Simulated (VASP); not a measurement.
**C: single point with PBE**

The system is C.

```xyz
1
Lattice="1.7646 0.0000 0.0000 0.0000 1.7646 0.0000 0.0000 0.0000 1.7646" Properties=species:S:1:pos:R:3 pbc="T T T"
C     0.0000    0.0000    0.0000
```

| Quantity | Value |
| --- | --- |
| Program | VASP 6.6.1 |
| Task | single point |
| Functional | PBE |
| Potentials or basis | VASP PAW PBE potentials, release 64 (C) |
| Cutoff | 520 eV |
| k mesh | 21 × 21 × 21 |
| Occupations | fermi-dirac, width 0.0612256 eV |
| Spin | no spin polarisation |

| Item | Value |
| --- | --- |
| Pressure | 5.3 GPa |
| Band gap on the k mesh | zero (band 2 reaches 20.55 eV, above the bottom of band 3 at 8.72 eV) |

Levels at points of the mesh, in eV from the Fermi level:
| k point | band 1 | band 2 | band 3 | band 4 | band 5 | band 6 |
| --- | --- | --- | --- | --- | --- | --- |
| (0.00, 0.00, 0.00) | -22.48 | 9.32 | 9.32 | 9.32 | 25.52 | 25.52 |

Wall time 16 s on 1 thread of AMD EPYC 7R13, with other jobs on the host, peak memory 0.08 GiB.
